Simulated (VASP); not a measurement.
# Bi (Im-3m) in VASP: a series of runs

Bi is run at these levels: LDA, r2SCAN, HSE06, PBE0; tasks: single point.

Program: VASP 6.6.1. These are calculated values, not measurements. Logs are shortened: lines on timing, memory, paths and dates and some standing lists are left out, and cuts for length are marked.

## Step 1: The cell of the first run

Symmetry: Im-3m, No. 229, cubic system. The conventional cell has a = 3.963 Å, b = 3.963 Å, c = 3.963 Å, α = 90.00°, β = 90.00°, γ = 90.00°. Within 4.5 Å of Bi (site symmetry m-3m) lie 14 Bi at 3.43 to 3.96 Å.

This isn't the form of Bi at room conditions, which is rhombohedral.

## Step 2: Single point, LDA

The input, INCAR:

```
SYSTEM = Bi
  PREC = Accurate
  ENCUT = 520
  EDIFF = 1E-6
  ISMEAR = -1
  SIGMA = 0.05
  LREAL = .FALSE.
  LASPH = .TRUE.
  NELM = 100
  ALGO = Normal
  ISIF = 2
  LWAVE = .FALSE.
  LCHARG = .TRUE.
  GGA = CA
  LELF = .TRUE.
  LVHAR = .TRUE.
  NBANDS = 14
```

The input, KPOINTS:

```
Automatic mesh
0
G
  5 5 5
  0 0 0
```

The input, POSCAR:

```
Bi
1.0
   -1.9814305318      1.9814305318      1.9814305318
    1.9814305318     -1.9814305318      1.9814305318
    1.9814305318      1.9814305318     -1.9814305318
Bi
1
Direct
    0.0000000000      0.0000000000      0.0000000000
```

Potentials or basis: VASP PAW LDA potentials, release 64 (Bi_d).

Launch:

```sh
> cat potpaw_LDA.64/Bi_d/POTCAR > POTCAR
> mpirun -np 1 vasp_std > vasp.out
```

OUTCAR:

```text
SYSTEM = Bi
   PREC = Accurate
   ENCUT = 520
   EDIFF = 1E-6
   ISMEAR = -1
   LREAL = .FALSE.
   LASPH = .TRUE.
   NELM = 100
   ISIF = 2
   GGA = CA

 ion  position               nearest neighbor table
   1  0.000  0.000  0.000-

  LATTYP: Found a body centered cubic cell.
 ALAT       =     3.9628610636

  Lattice vectors:

 A1 = (  -1.9814305318,   1.9814305318,   1.9814305318)
 A2 = (   1.9814305318,  -1.9814305318,   1.9814305318)
 A3 = (   1.9814305318,   1.9814305318,  -1.9814305318)

Analysis of symmetry for initial positions (statically):
=====================================================================
 Subroutine PRICEL returns:
 Original cell was already a primitive cell.

 Routine SETGRP: Setting up the symmetry group for a
 body centered cubic supercell.

 Subroutine GETGRP returns: Found 48 space group operations
 (whereof 48 operations were pure point group operations)
 out of a pool of 48 trial point group operations.

The static configuration has the point symmetry O_h .

Analysis of symmetry for dynamics (positions and initial velocities):
=====================================================================
 Subroutine PRICEL returns:
 Original cell was already a primitive cell.

 Routine SETGRP: Setting up the symmetry group for a
 body centered cubic supercell.

 Subroutine GETGRP returns: Found 48 space group operations
 (whereof 48 operations were pure point group operations)
 out of a pool of 48 trial point group operations.

The dynamic configuration has the point symmetry O_h .

 Subroutine INISYM returns: Found 48 space group operations
 (whereof 48 operations are pure point group operations),
 and found     1 'primitive' translations

----------------------------------------------------------------------------------------

                                     Primitive cell

  volume of cell :      31.1169

  direct lattice vectors                    reciprocal lattice vectors
    -1.981430532  1.981430532  1.981430532     0.000000000  0.252342937  0.252342937
     1.981430532 -1.981430532  1.981430532     0.252342937  0.000000000  0.252342937
     1.981430532  1.981430532 -1.981430532     0.252342937  0.252342937  0.000000000

  length of vectors
     3.431938353  3.431938353  3.431938353     0.356866804  0.356866804  0.356866804

  position of ions in fractional coordinates (direct lattice)
     0.000000000  0.000000000  0.000000000

  ion indices of the primitive-cell ions
   primitive index   ion index
                 1           1

----------------------------------------------------------------------------------------

 KPOINTS: Automatic mesh

Automatic generation of k-mesh.
 Grid dimensions read from file:
 generate k-points for:    5    5    5

 Generating k-lattice:

  Cartesian coordinates                     Fractional coordinates (reciprocal lattice)
     0.000000000  0.050468587  0.050468587     0.200000000  0.000000000  0.000000000
     0.050468587  0.000000000  0.050468587     0.000000000  0.200000000  0.000000000
     0.050468587  0.050468587  0.000000000     0.000000000  0.000000000  0.200000000

  Length of vectors
     0.071373361  0.071373361  0.071373361

  Shift w.r.t. Gamma in fractional coordinates (k-lattice)
     0.000000000  0.000000000  0.000000000

 Subroutine IBZKPT returns following result:
 ===========================================

 Found     10 irreducible k-points:

 Following reciprocal coordinates:
            Coordinates               Weight
  0.000000  0.000000  0.000000      1.000000
  0.200000  0.000000  0.000000     12.000000
  0.400000  0.000000  0.000000     12.000000
  0.200000  0.200000  0.000000     24.000000
  0.400000  0.200000  0.000000     24.000000
  0.200000  0.200000  0.200000      8.000000
 -0.200000  0.200000  0.200000      6.000000
 -0.400000  0.400000  0.200000     24.000000
 -0.400000 -0.400000  0.200000      8.000000
 -0.400000  0.400000  0.400000      6.000000
   k-points           NKPTS =     10   k-points in BZ     NKDIM =     10   number of bands    NBANDS=     14
   number of dos      NEDOS =    301   number of ions     NIONS =      1
   total plane-waves  NPLWV =  21952
   dimension x,y,z NGX =    28 NGY =   28 NGZ =   28
   dimension x,y,z NGXF=    56 NGYF=   56 NGZF=   56
   ions per type =               1
   NGX,Y,Z   is equivalent  to a cutoff of  13.56, 13.56, 13.56 a.u.
   NGXF,Y,Z  is equivalent  to a cutoff of  27.13, 27.13, 27.13 a.u.
 SYSTEM =  Bi
   PREC   = accura    normal or accurate (medium, high low for compatibility)
   ISTART =      0    job   : 0-new  1-cont  2-samecut
   ICHARG =      2    charge: 1-file 2-atom 10-const
   ISPIN  =      1    spin polarized calculation?
   LNONCOLLINEAR =      F non collinear calculations
   LSORBIT =      F    spin-orbit coupling
   LASPH  =      T    aspherical Exc in radial PAW
   ENCUT  =  520.0 eV  38.22 Ry    6.18 a.u.   6.38  6.38  6.38*2*pi/ulx,y,z
   NELM   =    100;   NELMIN=  2; NELMDL= -5     # of ELM steps
   EDIFF  = 0.1E-05   stopping-criterion for ELM
   LREAL  =      F    real-space projection
   EDIFFG = 0.1E-04   stopping-criterion for IOM
   NSW    =      0    number of steps for IOM
   IBRION =     -1    ionic relax: 0-MD 1-quasi-New 2-CG
   NFREE  =      0    steps in history (QN), initial steepest desc. (CG)
   ISIF   =      2    stress and relaxation
   ISYM   =      2    0-nonsym 1-usesym 2-fastsym
   POTIM  = 0.5000    time-step for ionic-motion
   TEBEG  =    0.0;   TEEND  =   0.0 temperature during run
   PSTRESS=    0.0 pullay stress
   NELECT =      15.0000    total number of electrons
   NUPDOWN=      -1.0000    fix difference up-down
   EMIN   =  10.00;   EMAX   =-10.00  energy-range for DOS
   EFERMI =   0.00;   METHOD = LEGACY
   ISMEAR =    -1;   SIGMA  =   0.05  broadening in eV -4-tet -1-fermi 0-gaus
   EFERMI_NEDOS =   21; number of points for ismear=-14 and -15
   IALGO  =     38    algorithm
   IMIX   =      4    mixing-type and parameters
     AMIX     =   0.40;   BMIX     =  1.00
     AMIX_MAG =   1.60;   BMIX_MAG =  1.00
  volume/ion in A,a.u.               =      31.12       209.99
  Fermi-wavevector in a.u.,A,eV,Ry     =   1.283630  2.425708 22.418388  1.647705
  Thomas-Fermi vector in A             =   2.415871
   LORBIT       =      0    0 simple, 1 ext, 2 COOP (PROOUT), +10 PAW based schemes
   GGA     = CA    functional components
   LHFCALC =     F    Hartree Fock is set to
   AEXX    =    0.0000 exact exchange contribution
   IVDW    =     0    specifies the selected vdW correction
   LEPSILON=     F    determine dielectric tensor
   LRPA    =     F    only Hartree local field effects (RPA)
 non-spin polarized calculation
  energy-cutoff  :      520.00
  volume of cell :       31.12
 maximum number of plane-waves:       887
 NGX is ok and might be reduce to    28
   NGX = 13   NGY = 13   NGZ = 13

 number of electron      14.9999994 magnetization

 Free energy of the ion-electron system (eV)
  ---------------------------------------------------
  ext. energy  EPLUGINS =         0.00000000
  ---------------------------------------------------
  free energy    TOTEN  =        -4.35151243 eV

  energy without entropy =       -4.33135216  energy(sigma->0) =       -4.34143230

 E-fermi :   7.9096     XC(G=0): -10.5298

 val. band max:        7.8934264689   @ k =  -0.4000   0.4000   0.2000
 cond. band min:       8.0274797058   @ k =   0.2000   0.2000   0.0000
 fundamental gap:      0.1340532368
 Fermi energy:         7.9095835555

 k-point     1 :       0.0000    0.0000    0.0000
  band No.  band energies     occupation
      1     -15.2965      2.00000
      2     -15.2965      2.00000
      3     -15.2965      2.00000
      4     -15.1660      2.00000
      5     -15.1660      2.00000
      6      -5.8574      2.00000
      7      12.7219      0.00000
      8      12.7219      0.00000
      9      12.7219      0.00000
     10      16.9044      0.00000
     11      18.1975      0.00000
     12      18.1975      0.00000
     13      18.1975      0.00000
     14      19.3924      0.00000

 k-point     2 :       0.2000    0.0000    0.0000
  band No.  band energies     occupation
      1     -15.3102      2.00000
      2     -15.2754      2.00000
      3     -15.2237      2.00000
      4     -15.1797      2.00000
      5     -15.1686      2.00000
      6      -5.1410      2.00000
      7       8.2668      0.00158
      8      11.1306      0.00000
      9      12.1335      0.00000
     10      15.3422      0.00000
     11      16.4861      0.00000
     12      18.0040      0.00000
     13      19.4488      0.00000
     14      21.8913      0.00000

 k-point     3 :       0.4000    0.0000    0.0000
  band No.  band energies     occupation
      1     -15.3325      2.00000
      2     -15.2693      2.00000
      3     -15.1772      2.00000
      4     -15.1727      2.00000
      5     -15.1032      2.00000
      6      -3.3402      2.00000
      7       3.5157      2.00000
      8       9.4446      0.00000
      9      11.2349      0.00000
     10      13.8857      0.00000
     11      15.4326      0.00000
     12      19.5317      0.00000
     13      20.8952      0.00000
     14      24.8924      0.00000
[... 86 lines left out ...]
 k-point     9 :      -0.4000   -0.4000    0.2000
  band No.  band energies     occupation
      1     -15.2544      2.00000
      2     -15.2544      2.00000
      3     -15.2292      2.00000
      4     -15.1187      2.00000
      5     -15.1187      2.00000
      6      -1.8171      2.00000
      7       4.7565      2.00000
      8       4.7565      2.00000
      9       9.4120      0.00000
     10      14.4211      0.00000
     11      14.4211      0.00000
     12      17.3649      0.00000
     13      23.2863      0.00000
     14      24.2411      0.00000

 k-point    10 :      -0.4000    0.4000    0.4000
  band No.  band energies     occupation
      1     -15.2929      2.00000
      2     -15.2797      2.00000
      3     -15.1253      2.00000
      4     -15.1253      2.00000
      5     -15.1205      2.00000
      6      -1.3597      2.00000
      7       5.5366      2.00000
      8       6.3005      2.00000
      9       6.3005      2.00000
     10      11.5768      0.00000
     11      13.3035      0.00000
     12      22.2656      0.00000
     13      23.3781      0.00000
     14      23.3782      0.00000

------------------------ aborting loop because EDIFF is reached ----------------------------------------

  FORCE on cell =-STRESS in cart. coord.  units (eV):
  Direction    XX          YY          ZZ          XY          YZ          ZX
  --------------------------------------------------------------------------------------
  -------------------------------------------------------------------------------------
  Total       -0.5908604     -0.5908604     -0.5908604      0.0000000     -0.0000000      0.0000000
  in kB      -30.4227799    -30.4227799    -30.4227799      0.0000000     -0.0000000      0.0000000
  external PRESSURE =     -30.4227799 kB  Pullay stress =       0.0000000 kB

 VOLUME and BASIS-vectors are now :
 -----------------------------------------------------------------------------
  energy-cutoff  :      520.00
  volume of cell :       31.12
      direct lattice vectors                 reciprocal lattice vectors
    -1.981430532  1.981430532  1.981430532     0.000000000  0.252342937  0.252342937
     1.981430532 -1.981430532  1.981430532     0.252342937  0.000000000  0.252342937
     1.981430532  1.981430532 -1.981430532     0.252342937  0.252342937  0.000000000

 POSITION                                       TOTAL-FORCE (eV/Angst)
 -----------------------------------------------------------------------------------
      0.00000      0.00000      0.00000         0.000000      0.000000     -0.000000
 -----------------------------------------------------------------------------------
    total drift:                               -0.000000     -0.000000     -0.000000

  FREE ENERGIE OF THE ION-ELECTRON SYSTEM (eV)
  ---------------------------------------------------
  free  energy   TOTEN  =        -4.3515124324 eV

  energy  without entropy=       -4.3313521604  energy(sigma->0) =       -4.34143230
```

It took 5.7 s on 1 thread of Intel Xeon 8259CL, shared host; peak memory 0.14 GiB.

Results:

| Quantity | Value |
| --- | --- |
| Free energy | -4.3515 eV |
| Pressure | -3.0 GPa |
| Band gap on the k mesh | zero (an odd number of electrons rules out a gap without spin polarisation) |

Caveat: the k points lie up to 0.45 Å⁻¹ apart, too coarse for converged energies and pressures of a metal; spin-orbit coupling is left out, which moves the levels of the heavy elements.

## Step 3: Single point, r2SCAN

POSCAR is that of step 2.

The input, INCAR.step1:

```
PREC = Accurate
ENCUT = 520
ISMEAR = -1
SIGMA = 0.05
LREAL = False
LASPH = True
NELM = 80
NBANDS = 14
GGA = PE
ALGO = Normal
EDIFF = 1E-4
LWAVE = True
LCHARG = False
```

The input, INCAR.step2:

```
PREC = Accurate
ENCUT = 520
EDIFF = 1E-7
ISMEAR = -1
SIGMA = 0.05
LREAL = False
LASPH = True
NELM = 80
ALGO = Normal
ISIF = 2
LWAVE = False
LCHARG = True
METAGGA = R2SCAN
LMIXTAU = True
LELF = True
LVHAR = True
NBANDS = 14
ISTART = 1
```

The input, KPOINTS:

```
regular mesh
0
Gamma
  5 5 5
```

Potentials or basis: VASP PAW PBE potentials, release 64 (Bi_d).

Launch:

```sh
> cat potpaw_PBE.64/Bi_d/POTCAR > POTCAR
> cp INCAR.step1 INCAR
> mpirun -np 1 vasp_std > vasp.out
> cp INCAR.step2 INCAR
> mpirun -np 1 vasp_std > vasp.out
```

Wall time 41 s (1 thread of Intel Xeon 8259CL, shared host); peak memory 0.16 GiB.

The run converged. Its results:

| Quantity | Value |
| --- | --- |
| Free energy | -58.1772 eV |
| Pressure | -0.5 GPa |
| Band gap on the k mesh | zero (an odd number of electrons rules out a gap without spin polarisation) |

Levels at points of the mesh, in eV from the Fermi level:
```csv
k point,band 4,band 5,band 6,band 7,band 8,band 9,band 10,band 11
"(0.00, 0.00, 0.00)",-23.84,-23.84,-14.35,5.11,5.11,5.11,9.92,11.06
```

Caveat: the k points lie up to 0.45 Å⁻¹ apart, too coarse for converged energies and pressures of a metal; the PAW data sets were made with another functional, which shifts forces and pressure a little; spin-orbit coupling is left out, which moves the levels of the heavy elements.

## Step 4: Single point, HSE06

POSCAR is that of step 3.

The input, INCAR.step1:

```
SYSTEM = Bi
ALGO     = Normal         ! electronic algorithm
EDIFF    = 1E-5           ! SCF threshold, eV
ENCUT    = 520            ! plane-wave cutoff, eV
GGA      = PE             ! functional
ISIF     = 2              ! what is computed and relaxed
ISMEAR   = -1             ! smearing method
LASPH    = .True.         ! aspherical terms in the spheres
LREAL    = .False.        ! projectors in reciprocal space
LWAVE    = .True.         ! write WAVECAR
NBANDS   = 14             ! bands
NELM     = 80             ! most SCF steps
PREC     = Accurate       ! precision mode
SIGMA    = 0.05           ! smearing width, eV
```

The input, INCAR.step2:

```
SYSTEM = Bi
ALGO     = Normal         ! electronic algorithm
EDIFF    = 1E-6           ! SCF threshold, eV
ENCUT    = 520            ! plane-wave cutoff, eV
GGA      = PE             ! functional
HFSCREEN = 0.2079         ! screening, 1/A
ISIF     = 2              ! what is computed and relaxed
ISMEAR   = -1             ! smearing method
ISTART   = 1            
LASPH    = .True.         ! aspherical terms in the spheres
LCHARG   = .True.         ! write CHGCAR
LELF     = .True.         ! ELF
LHFCALC  = .True.         ! exact exchange
LREAL    = .False.        ! projectors in reciprocal space
LVHAR    = .True.       
LWAVE    = .False.        ! write WAVECAR
NBANDS   = 14             ! bands
NELM     = 80             ! most SCF steps
PREC     = Accurate       ! precision mode
PRECFOCK = Normal       
SIGMA    = 0.05           ! smearing width, eV
```

The input, KPOINTS:

```
k-points
0
Gamma
  5 5 5
  0 0 0
```

Launch:

```sh
> cat potpaw_PBE.64/Bi_d/POTCAR > POTCAR
> cp INCAR.step1 INCAR
> mpirun -np 1 vasp_std > vasp.out
> cp INCAR.step2 INCAR
> mpirun -np 1 vasp_std > vasp.out
```

Run time: 18 min. Hardware: 1 thread of Intel Xeon 8259CL, shared host; peak memory 0.26 GiB.

The run converged. Its results:

```yaml
Free_energy: -4.2920 eV
Pressure: -1.3 GPa
Band_gap_on_the_k_mesh: zero (an odd number of electrons rules out a gap without spin polarisation)
```

Levels at points of the mesh, in eV from the Fermi level:
```csv
k point,band 5,band 6,band 7,band 8,band 9,band 10
"(0.00, 0.00, 0.00)",-25.35,-15.24,5.48,5.48,5.48,9.62
```

Caveat: the k points lie up to 0.45 Å⁻¹ apart, too coarse for converged energies and pressures of a metal; the PAW data sets were made with another functional, which shifts forces and pressure a little; spin-orbit coupling is left out, which moves the levels of the heavy elements.

## Step 5: Single point, PBE0

POSCAR is that of step 4.

The input, INCAR.step1:

```
  PREC = Accurate
  ENCUT = 520
  EDIFF = 1E-5
  ISMEAR = -1
  SIGMA = 0.05
  LREAL = False
  LASPH = True
  NELM = 80
  ALGO = Normal
  ISIF = 2
  LWAVE = True
  LCHARG = False
  NBANDS = 14
  GGA = PE
```

The input, INCAR.step2:

```
  PREC = Accurate
  ENCUT = 520
  EDIFF = 1E-7
  ISMEAR = -1
  SIGMA = 0.05
  LREAL = False
  LASPH = True
  NELM = 80
  ALGO = Normal
  ISIF = 2
  LWAVE = False
  LCHARG = False
  GGA = PE
  LHFCALC = True
  AEXX = 0.25
  PRECFOCK = Normal
  NBANDS = 14
  ISTART = 1
```

The input, KPOINTS:

```
Automatic mesh
0
Gamma
  5 5 5
```

Launch:

```sh
> cat potpaw_PBE.64/Bi_d/POTCAR > POTCAR
> cp INCAR.step1 INCAR
> mpirun -np 1 vasp_std > vasp.out
> cp INCAR.step2 INCAR
> mpirun -np 1 vasp_std > vasp.out
```

It took 19 min on 1 thread of Intel Xeon 8259CL, shared host; peak memory 0.17 GiB.

Results (log left out):

| Item | Value |
| --- | --- |
| Free energy | -4.8362 eV |
| Pressure | -0.9 GPa |
| Band gap on the k mesh | zero (an odd number of electrons rules out a gap without spin polarisation) |

Levels at points of the mesh, in eV from the Fermi level:
| k point | band 4 | band 5 | band 6 | band 7 | band 8 | band 9 | band 10 | band 11 |
| --- | --- | --- | --- | --- | --- | --- | --- | --- |
| (0.00, 0.00, 0.00) | -25.68 | -25.68 | -15.59 | 5.97 | 5.97 | 5.97 | 10.06 | 11.46 |

Caveat: the k points lie up to 0.45 Å⁻¹ apart, too coarse for converged energies and pressures of a metal; the PAW data sets were made with another functional, which shifts forces and pressure a little; spin-orbit coupling is left out, which moves the levels of the heavy elements.

## Step 6: Summary

| level | potentials or basis | grid for exact exchange (PRECFOCK) | share of exact exchange | screening parameter | gap on the mesh (eV) | pressure (GPa) |
| --- | --- | --- | --- | --- | --- | --- |
| LDA | VASP PAW LDA potentials, release 64 (Bi_d) | - | - | - | none | -3.0 |
| r2SCAN | VASP PAW PBE potentials, release 64 (Bi_d) | - | - | - | none | -0.5 |
| HSE06 | VASP PAW PBE potentials, release 64 (Bi_d) | Normal | 0.25 | 0.2079 1/Å | none | -1.3 |
| PBE0 | VASP PAW PBE potentials, release 64 (Bi_d) | Normal | 0.25 | - | none | -0.9 |

Alike in all rows: task single point; no spin polarisation; cell as given; k mesh 5 × 5 × 5; cutoff (eV) 520; smearing fermi-dirac 0.05 eV.

Caveats: all runs use coarse meshes; spin-orbit coupling is left out, which moves the levels of the heavy elements; the PAW data sets were made with another functional, which shifts forces and pressure a little (at least some runs).

Absolute energies hang on the potentials; compare differences alone.

The gap in the log of VASP goes by the Fermi energy; the results here count the filled bands.